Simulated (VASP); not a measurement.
# Cr (Im-3m) in VASP: further runs, part 2 of 2

VASP 6.6.1.

### 4 Single point, RPBE (volume scaled by 1.08)

File INCAR:

```
PREC = Accurate ; ENCUT = 520
EDIFF = 1E-6 ; ISMEAR = -1
SIGMA = 0.1 ; LREAL = False
LASPH = True ; NELM = 100
ALGO = Normal ; ISIF = 2
LWAVE = False ; LCHARG = False
GGA = RP ; NBANDS = 12
```

File KPOINTS:

```
regular mesh
0
Gamma
  25 25 25
```

File POSCAR:

```
Cr
1.0
   -1.4714204726      1.4714204726      1.4714204726
    1.4714204726     -1.4714204726      1.4714204726
    1.4714204726      1.4714204726     -1.4714204726
Cr
1
Direct
    0.0000000000      0.0000000000      0.0000000000
```

Potentials or basis: VASP PAW PBE potentials, release 64 (Cr_pv).

Started as:

```console
$ cat potpaw_PBE.64/Cr_pv/POTCAR > POTCAR
$ mpirun -np 1 vasp_std > vasp.out
```

OUTCAR:

```text
PREC = Accurate
   ENCUT = 520
   EDIFF = 1E-6
   ISMEAR = -1
   LREAL = False
   LASPH = True
   NELM = 100
   ISIF = 2
   GGA = RP

 ion  position               nearest neighbor table
   1  0.000  0.000  0.000-

  LATTYP: Found a body centered cubic cell.
 ALAT       =     2.9428409452

  Lattice vectors:

 A1 = (  -1.4714204726,   1.4714204726,   1.4714204726)
 A2 = (   1.4714204726,  -1.4714204726,   1.4714204726)
 A3 = (   1.4714204726,   1.4714204726,  -1.4714204726)

Analysis of symmetry for initial positions (statically):
=====================================================================
 Subroutine PRICEL returns:
 Original cell was already a primitive cell.

 Routine SETGRP: Setting up the symmetry group for a
 body centered cubic supercell.

 Subroutine GETGRP returns: Found 48 space group operations
[... 9 lines left out ...]

 Routine SETGRP: Setting up the symmetry group for a
 body centered cubic supercell.

 Subroutine GETGRP returns: Found 48 space group operations
[... 11 lines left out ...]
                                     Primitive cell

  volume of cell :      12.7430

  direct lattice vectors                    reciprocal lattice vectors
    -1.471420473  1.471420473  1.471420473     0.000000000  0.339807696  0.339807696
     1.471420473 -1.471420473  1.471420473     0.339807696  0.000000000  0.339807696
     1.471420473  1.471420473 -1.471420473     0.339807696  0.339807696  0.000000000

  length of vectors
     2.548575018  2.548575018  2.548575018     0.480560652  0.480560652  0.480560652

  position of ions in fractional coordinates (direct lattice)
     0.000000000  0.000000000  0.000000000

  ion indices of the primitive-cell ions
   primitive index   ion index
                 1           1

----------------------------------------------------------------------------------------

 KPOINTS: regular mesh

Automatic generation of k-mesh.
 Grid dimensions read from file:
 generate k-points for:   25   25   25

 Generating k-lattice:

  Cartesian coordinates                     Fractional coordinates (reciprocal lattice)
     0.000000000  0.013592308  0.013592308     0.040000000  0.000000000  0.000000000
     0.013592308  0.000000000  0.013592308     0.000000000  0.040000000  0.000000000
     0.013592308  0.013592308  0.000000000     0.000000000  0.000000000  0.040000000

  Length of vectors
     0.019222426  0.019222426  0.019222426

  Shift w.r.t. Gamma in fractional coordinates (k-lattice)
     0.000000000  0.000000000  0.000000000

 Subroutine IBZKPT returns following result:
 ===========================================

 Found    455 irreducible k-points:

 Following reciprocal coordinates:
            Coordinates               Weight
  0.000000  0.000000  0.000000      1.000000
  0.040000  0.000000  0.000000     12.000000
  0.080000  0.000000  0.000000     12.000000
  0.120000  0.000000  0.000000     12.000000
  0.160000  0.000000  0.000000     12.000000
  0.200000  0.000000  0.000000     12.000000
[... 16 lines left out ...]
  0.400000  0.040000  0.000000     48.000000
  0.440000  0.040000  0.000000     48.000000
 [... further k-points ...]
   k-points           NKPTS =    455   k-points in BZ     NKDIM =    455   number of bands    NBANDS=     12
   number of dos      NEDOS =    301   number of ions     NIONS =      1
   total plane-waves  NPLWV =   8000
   dimension x,y,z NGX =    20 NGY =   20 NGZ =   20
   dimension x,y,z NGXF=    40 NGYF=   40 NGZF=   40
   ions per type =               1
   NGX,Y,Z   is equivalent  to a cutoff of  13.05, 13.05, 13.05 a.u.
   NGXF,Y,Z  is equivalent  to a cutoff of  26.09, 26.09, 26.09 a.u.
 SYSTEM =  unknown system
   PREC   = accura    normal or accurate (medium, high low for compatibility)
   ISTART =      0    job   : 0-new  1-cont  2-samecut
   ICHARG =      2    charge: 1-file 2-atom 10-const
   ISPIN  =      1    spin polarized calculation?
   LNONCOLLINEAR =      F non collinear calculations
   LSORBIT =      F    spin-orbit coupling
   LASPH  =      T    aspherical Exc in radial PAW
   ENCUT  =  520.0 eV  38.22 Ry    6.18 a.u.   4.74  4.74  4.74*2*pi/ulx,y,z
   NELM   =    100;   NELMIN=  2; NELMDL= -5     # of ELM steps
   EDIFF  = 0.1E-05   stopping-criterion for ELM
   LREAL  =      F    real-space projection
   EDIFFG = 0.1E-04   stopping-criterion for IOM
   NSW    =      0    number of steps for IOM
   IBRION =     -1    ionic relax: 0-MD 1-quasi-New 2-CG
   NFREE  =      0    steps in history (QN), initial steepest desc. (CG)
   ISIF   =      2    stress and relaxation
   ISYM   =      2    0-nonsym 1-usesym 2-fastsym
   POTIM  = 0.5000    time-step for ionic-motion
   TEBEG  =    0.0;   TEEND  =   0.0 temperature during run
   PSTRESS=    0.0 pullay stress
   NELECT =      12.0000    total number of electrons
   NUPDOWN=      -1.0000    fix difference up-down
   EMIN   =  10.00;   EMAX   =-10.00  energy-range for DOS
   EFERMI =   0.00;   METHOD = LEGACY
   ISMEAR =    -1;   SIGMA  =   0.10  broadening in eV -4-tet -1-fermi 0-gaus
   EFERMI_NEDOS =   21; number of points for ismear=-14 and -15
   IALGO  =     38    algorithm
   IMIX   =      4    mixing-type and parameters
     AMIX     =   0.40;   BMIX     =  1.00
     AMIX_MAG =   1.60;   BMIX_MAG =  1.00
  volume/ion in A,a.u.               =      12.74        85.99
  Fermi-wavevector in a.u.,A,eV,Ry     =   1.604643  3.032336 35.033362  2.574880
  Thomas-Fermi vector in A             =   2.701115
   LORBIT       =      0    0 simple, 1 ext, 2 COOP (PROOUT), +10 PAW based schemes
   GGA     = RP    functional components
   LHFCALC =     F    Hartree Fock is set to
   AEXX    =    0.0000 exact exchange contribution
   IVDW    =     0    specifies the selected vdW correction
   LEPSILON=     F    determine dielectric tensor
   LRPA    =     F    only Hartree local field effects (RPA)
 non-spin polarized calculation
  energy-cutoff  :      520.00
  volume of cell :       12.74
 maximum number of plane-waves:       370
   NGX =  9   NGY =  9   NGZ =  9

 number of electron      12.0000013 magnetization

 Free energy of the ion-electron system (eV)
  ---------------------------------------------------
  ext. energy  EPLUGINS =         0.00000000
  ---------------------------------------------------
  free energy    TOTEN  =        -8.94735565 eV

  energy without entropy =       -8.91985668  energy(sigma->0) =       -8.93360616

 E-fermi :   9.7339     XC(G=0): -12.9952

 val. band max:        9.7325905827   @ k =  -0.3200   0.3200   0.2000
 cond. band min:       9.7347127427   @ k =  -0.4000   0.4000   0.2800
 fundamental gap:      0.0021221600
 Fermi energy:         9.7338532166

 k-point     1 :       0.0000    0.0000    0.0000
  band No.  band energies     occupation
      1     -33.1742      2.00000
      2     -33.1742      2.00000
      3     -33.1742      2.00000
      4       2.2492      2.00000
      5       8.9501      1.99921
      6       8.9502      1.99921
      7       8.9502      1.99921
      8      10.7733      0.00006
      9      10.7733      0.00006
     10      16.8603      0.00000
     11      31.2523      0.00000
     12      31.2523      0.00000

 k-point     2 :       0.0400    0.0000    0.0000
  band No.  band energies     occupation
      1     -33.1851      2.00000
      2     -33.1777      2.00000
      3     -33.1743      2.00000
      4       2.3138      2.00000
      5       8.9265      1.99938
      6       8.9467      1.99924
      7       8.9917      1.99880
      8      10.7465      0.00008
      9      10.7749      0.00006
     10      16.8602      0.00000
     11      31.0518      0.00000
     12      31.2257      0.00000

 k-point     3 :       0.0800    0.0000    0.0000
  band No.  band energies     occupation
      1     -33.2168      2.00000
      2     -33.1877      2.00000
      3     -33.1745      2.00000
      4       2.5056      2.00000
      5       8.8577      1.99969
      6       8.9330      1.99934
      7       9.1151      1.99590
      8      10.6750      0.00016
      9      10.7801      0.00006
     10      16.8601      0.00000
     11      30.4819      0.00000
     12      31.1159      0.00000
[... 286 lines left out ...]
 k-point    23 :       0.4000    0.0400    0.0000
  band No.  band energies     occupation
      1     -33.7949      2.00000
      2     -33.3770      2.00000
      3     -33.1813      2.00000
      4       5.7901      2.00000
      5       7.6872      2.00000
      6       9.7913      0.72038
      7      10.7331      0.00009
      8      11.0955      0.00000
      9      12.0564      0.00000
     10      16.8480      0.00000
     11      19.6375      0.00000
     12      26.3190      0.00000

 k-point    24 :       0.4400    0.0400    0.0000
  band No.  band energies     occupation
      1     -33.8238      2.00000
      2     -33.3870      2.00000
      3     -33.1814      2.00000
      4       5.8168      2.00000
      5       7.6317      2.00000
      6      10.1914      0.02038
      7      10.7479      0.00008
      8      11.1709      0.00000
      9      12.2743      0.00000
     10      16.8412      0.00000
     11      18.8530      0.00000
     12      26.0894      0.00000

 [... further k-points ...]
[... 5 lines left out ...]
  --------------------------------------------------------------------------------------
  -------------------------------------------------------------------------------------
  Total       -1.2832691     -1.2832691     -1.2832691     -0.0000000     -0.0000000     -0.0000000
  in kB     -161.3459086   -161.3459086   -161.3459086     -0.0000000     -0.0000000     -0.0000000
  external PRESSURE =    -161.3459086 kB  Pullay stress =       0.0000000 kB

 VOLUME and BASIS-vectors are now :
 -----------------------------------------------------------------------------
  energy-cutoff  :      520.00
  volume of cell :       12.74
      direct lattice vectors                 reciprocal lattice vectors
    -1.471420473  1.471420473  1.471420473     0.000000000  0.339807696  0.339807696
     1.471420473 -1.471420473  1.471420473     0.339807696  0.000000000  0.339807696
     1.471420473  1.471420473 -1.471420473     0.339807696  0.339807696  0.000000000

 POSITION                                       TOTAL-FORCE (eV/Angst)
 -----------------------------------------------------------------------------------
      0.00000      0.00000      0.00000        -0.000000     -0.000000     -0.000000
 -----------------------------------------------------------------------------------
    total drift:                                0.000000      0.000000      0.000000

  FREE ENERGIE OF THE ION-ELECTRON SYSTEM (eV)
  ---------------------------------------------------
  free  energy   TOTEN  =        -8.9473556530 eV

  energy  without entropy=       -8.9198566756  energy(sigma->0) =       -8.93360616
```

It took 31 s on 1 thread of Intel Xeon 6975P-C (Granite Rapids), shared host; peak memory 0.18 GiB.

Results:

```
Free energy            : -8.9474 eV
Pressure               : -16.1 GPa
Band gap on the k mesh : zero (band 6 reaches 11.82 eV, above the bottom of band 7 at 8.95 eV)
```

Caveat: the PAW data sets were made with another functional, which shifts forces and pressure a little; the run has no spin polarisation, though such a crystal can be magnetic. Spin polarisation is off, so any magnetic state and its effect on volume and gap are missing.

### 5 The runs side by side

| cell | gap on the mesh (eV) | pressure (GPa) |
| --- | --- | --- |
| a = 2.484 Å, angles 109.5°, 1 atom | none | -0.4 |
| a = 2.517 Å, angles 109.5°, 1 atom | none | -9.1 |
| a = 2.549 Å, angles 109.5°, 1 atom | none | -16.1 |

Alike in all rows: task single point; level RPBE; potentials or basis VASP PAW PBE potentials, release 64 (Cr_pv); no spin polarisation; k mesh 25 × 25 × 25; cutoff (eV) 520; smearing fermi-dirac 0.1 eV.

Caveats: the PAW data sets were made with another functional, which shifts forces and pressure a little; the run has no spin polarisation, though such a crystal can be magnetic.

Absolute energies hang on the potentials; compare differences alone.
